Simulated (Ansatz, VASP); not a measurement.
# Two plane-wave programs on ZnS

POSCAR

```
ZnS
1.0
    0.0000000000      2.6945131952      2.6945131952
    2.6945131952      0.0000000000      2.6945131952
    2.6945131952      2.6945131952      0.0000000000
Zn S
1 1
Direct
   -0.0238856794      0.0238856794     -0.0238856794
    0.7987100973      0.7012899027      0.7987100973
```

The input INCAR.step1:

```
SYSTEM = ZnS
  ALGO = Normal
  EDIFF = 1E-4
  ENCUT = 520
  GGA = PE
  ISMEAR = 0
  LASPH = .TRUE.
  LCHARG = .FALSE.
  LREAL = .FALSE.
  LWAVE = .TRUE.
  NBANDS = 16
  NELM = 100
  PREC = Accurate
  SIGMA = 0.05
```

Contents of INCAR.step2:

```
SYSTEM = ZnS
  ALGO = Normal
  EDIFF = 1E-6
  ENCUT = 520
  ISIF = 2
  ISMEAR = 0
  ISTART = 1
  LASPH = .TRUE.
  LCHARG = .TRUE.
  LELF = .TRUE.
  LMIXTAU = .TRUE.
  LREAL = .FALSE.
  LVHAR = .TRUE.
  LWAVE = .FALSE.
  METAGGA = R2SCAN
  NBANDS = 16
  NELM = 100
  PREC = Accurate
  SIGMA = 0.05
```

File KPOINTS:

```
k-points
0
G
  8 8 8
  0 0 0
```

Input for Ansatz:

```yaml
crystal:
  lattice:
    - [0.0, 2.6945131952, 2.6945131952]
    - [2.6945131952, 0.0, 2.6945131952]
    - [2.6945131952, 2.6945131952, 0.0]
  atoms:
    - { symbol: Zn, position: [-0.0238856794, 0.0238856794, -0.0238856794] }
    - { symbol: S, position: [0.7987100973, 0.7012899027, 0.7987100973] }
basis:
  ecutwfc: 500
kpoints:
  mp_grid: { grid: [8, 8, 8] }
hamiltonian:
  xc: r2scan
scf:
  occupations: { method: gaussian, width: 0.05 }
output:
  forces: true
  stress: true
  eigenvalues: true
  write_density: true
  write_potential: true
  elf: true
  volumetric_format: npy
```

Change from the starting cell: mode 4 (273.2 1/cm) frozen in, largest displacement +0.263 Å.

Alike in both runs: task single point; functional r2SCAN; k mesh 8 × 8 × 8; occupations gaussian, width 0.05 eV; no spin polarisation.

|  | VASP | Ansatz |
| --- | --- | --- |
| version | VASP 6.6.1 | Ansatz 0.2.0 |
| potentials or method | VASP PAW PBE potentials, release 64 (Zn, S), cutoff 520 eV | scalar-relativistic, plane waves, PAW |
| valence electrons in the cell | 18 | 18 |

|  | VASP | Ansatz | Ansatz less VASP |
| --- | --- | --- | --- |
| gap on the k mesh at the Fermi level (eV) | 2.65 | 2.64 | -0.012 |
| least direct gap on the mesh (eV) | 2.65 | 2.64 | -0.012 |
| pressure (GPa) | 5.2 | 5.1 | -0.08 |
| traceless stress, the component that is largest in VASP (GPa) | 10.16 | 10.01 | -0.146 |
| rms of the force components (eV/Å) | 1.226 | 1.209 | -0.0165 |

VASP's potentials were made for PBE, not for r2SCAN. Atom by atom the forces differ by 0.017 eV/Å (rms over components).
